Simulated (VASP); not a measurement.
A run of VASP 6.6.1:

INCAR

```
SYSTEM = LiF
  PREC = Accurate
  ENCUT = 520
  EDIFF = 1E-7
  ISMEAR = 0
  SIGMA = 0.02
  LREAL = .FALSE.
  LASPH = .TRUE.
  NELM = 80
  ALGO = Normal
  ISIF = 2
  LWAVE = .FALSE.
  LCHARG = .TRUE.
  GGA = PE
  LELF = .TRUE.
  LVHAR = .TRUE.
  NBANDS = 12
```

The input KPOINTS:

```
Automatic mesh
0
G
  10 10 10
  0 0 0
```

The input POSCAR:

```
LiF
1.0
   -0.0166557800      1.9686245800      1.9801849400
    1.9444968600      0.0252354200      1.9382937400
    1.9310634800      1.9133000000      0.0386688000
Li F
1 1
Direct
    0.0868073486      0.0008788481     -0.0887189672
    0.4131926514      0.4991211519      0.5887189672
```

Potentials or basis: VASP PAW PBE potentials, release 64 (Li_sv, F).

The run is started by

```bash
$ cat potpaw_PBE.64/Li_sv/POTCAR potpaw_PBE.64/F/POTCAR > POTCAR
$ mpirun -np 1 vasp_std > vasp.out
```

Hardware: 1 thread of Intel Xeon 6975P-C, on a shared host.

**Question.** Estimate the wall time of this run.

**Answer.** It took 100 s on 1 thread of Intel Xeon 6975P-C, with other jobs on the host, peak memory 0.19 GiB. Counts: scf iterations 13, k points 504.
